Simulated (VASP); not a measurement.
Set up this calculation in VASP 6.6.1, as the native input.

| Quantity | Value |
| --- | --- |
| Task | relaxation of cell and atoms |
| Functional | PBEsol |
| Potentials or basis | VASP PAW PBE potentials, release 64 (Ga_d) |
| Cutoff | 600 eV |
| k mesh | 13 × 13 × 13 |
| Occupations | fermi-dirac, width 0.05 eV |
| Spin | no spin polarisation |
| Dipole correction | no |
| Further INCAR settings | ALGO = Normal; EDIFF = 1e-07; IBRION = 2; EDIFFG = -0.01; NSW = 60; ISIF = 3 |

The structure of Ga lies in POSCAR:

```
Ga
1.0
   -1.3843987196      1.3843987196      2.3112238365
    1.3843987196     -1.3843987196      2.3112238365
    1.3843987196      1.3843987196     -2.3112238365
Ga
1
Direct
    0.0000000000      0.0000000000      0.0000000000
```

The input as run:

INCAR

```
  PREC = Accurate
  ENCUT = 600
  EDIFF = 1E-7
  ISMEAR = -1
  SIGMA = 0.05
  LREAL = F
  LASPH = T
  NELM = 60
  ALGO = Normal
  ISIF = 3
  LWAVE = F
  LCHARG = F
  GGA = PS
  IBRION = 2
  NSW = 60
  EDIFFG = -0.01
```

KPOINTS

```
regular mesh
0
Gamma
  13 13 13
```

Potentials or basis: VASP PAW PBE potentials, release 64 (Ga_d).

Run with:

```bash
$ cat potpaw_PBE.64/Ga_d/POTCAR > POTCAR
$ mpirun -np 1 vasp_std > vasp.out
```

Results of the run:

The relaxed volume is 17.64 Å³/atom and the relaxed cell is a = 3.021 Å, b = 3.021 Å, c = 3.021 Å, α = 125.45°, β = 125.45°, γ = 80.80°. The space group after relaxing (to 0.1 Å) is I4/mmm (No. 139), the energy gained by relaxing is 0.1 meV/atom and the ionic steps are 8. The pressure after relaxing is 0.0 GPa and the band gap on the k mesh is zero (an odd number of electrons rules out a gap without spin polarisation).

Caveat: the PAW data sets were made with another functional, which shifts forces and pressure a little.

It took 3.2 min on 1 thread of AMD EPYC 7R13 (shared host), peak memory 0.15 GiB.
